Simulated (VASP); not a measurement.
Here is a VASP 6.6.1 calculation.

Contents of INCAR:

```
SYSTEM = HC17
PREC = Accurate
ENCUT = 520
EDIFF = 1E-7
ISMEAR = 0
SIGMA = 0.02
LREAL = Auto
LASPH = .TRUE.
NELM = 100
ALGO = Normal
ISIF = 2
LWAVE = .FALSE.
LCHARG = .FALSE.
GGA = CA
NBANDS = 93
```

Contents of KPOINTS:

```
Automatic mesh
0
G
  2 2 1
  0 0 0
```

Contents of POSCAR:

```
HC17
1.0
    9.8640000000      0.0000000000      0.0000000000
   -4.9320000000      8.5424750000      0.0000000000
    0.0000000000      0.0000000000     12.0000000000
C H
34 2
Direct
   -0.0087109503     -0.0021623710      0.0728248333
    0.1605207590      0.0824551433      0.0728294167
   -0.0161495089      0.2403832613      0.1222128333
    0.1679538454      0.3324374962      0.1222270833
   -0.0091178376      0.4964206509      0.0860382500
    0.1609272818      0.5814429659      0.0860390000
   -0.0079190231      0.7480437461      0.0727611667
    0.1597284705      0.8318679305      0.0727601667
    0.2431342049     -0.0017210469      0.0707191667
    0.4097947029      0.0824841747      0.0716141667
    0.2452682011      0.2460597192      0.0795006667
    0.4101396621      0.3317237686      0.0739883333
    0.2457004713      0.5025420619      0.0935977500
    0.4093238916      0.5831518383      0.0802483333
    0.2428162933      0.7485411429      0.0760994167
    0.4093593255      0.8324222196      0.0738949167
    0.4933336995     -0.0005386027      0.0736012500
    0.6589544933      0.0821204627      0.0772008333
    0.4932643746      0.2488493089      0.0705418333
    0.6594856797      0.3328839710      0.0732141667
    0.4928542888      0.4990707026      0.0772103333
    0.6584749371      0.5820317882      0.0736061667
    0.4923225091      0.7493013442      0.0732137500
    0.6585436606      0.8314873617      0.0705376667
    0.7416680726     -0.0025132061      0.0739757500
    0.9065401941      0.0766939324      0.0794849167
    0.7424841747      0.2497325424      0.0802415833
    0.9061078563      0.3327457206      0.0935902500
    0.7424499406      0.4989678050      0.0738980833
    0.9089930053      0.5816295629      0.0761012500
    0.7420144222      0.7485931185      0.0716142500
    0.9086752866      0.8310482618      0.0707182500
    0.9975424053      1.2030612908      0.2444665833
    1.1542277573      1.2814182073      0.2444820833
    0.9092467904      1.1099220074      0.2974488333
    1.2425054227      1.2765925566      0.2974956667
```

Potentials or basis: VASP PAW LDA potentials, release 64 (C, H).

Command:

```console
$ cat potpaw_LDA.64/C/POTCAR potpaw_LDA.64/H/POTCAR > POTCAR
$ mpirun -np 1 vasp_std > vasp.out
```

Task: Estimate the band gap on the k mesh.

Result: 0.32 eV.

Task: Estimate the largest force.

Result: 0.309 eV/Å.

Forces in eV/Å, atoms in the order of the input:
```
C    0.025 -0.021 -0.043
C    0.012 -0.033 -0.044
C   -0.031  0.022 -0.004
C    0.001  0.036 -0.006
C    0.021 -0.035  0.077
C    0.023 -0.037  0.070
C    0.025 -0.037 -0.025
C    0.024 -0.045 -0.026
C    0.022 -0.035 -0.054
C    0.023 -0.049 -0.026
C    0.002 -0.032 -0.013
C    0.018 -0.042 -0.019
C    0.018 -0.024  0.070
C    0.025 -0.038  0.045
C    0.026 -0.035  0.017
C    0.019 -0.046  0.006
C    0.027 -0.036 -0.008
C    0.022 -0.038  0.012
C    0.018 -0.037 -0.018
C    0.009 -0.049  0.012
C    0.019 -0.036  0.010
C    0.014 -0.048 -0.012
C    0.034 -0.034  0.016
C    0.021 -0.040 -0.019
C    0.027 -0.024 -0.018
C    0.026 -0.018 -0.012
C    0.018 -0.038  0.049
C    0.007 -0.030  0.070
C    0.024 -0.039  0.007
C    0.020 -0.041  0.017
C    0.033 -0.040 -0.029
C    0.019 -0.040 -0.054
C   -0.189  0.238 -0.057
C   -0.103  0.283 -0.056
H   -0.138  0.264  0.031
H   -0.159  0.251  0.031
```

Caveat: there is no dipole correction, which matters where the two faces differ.
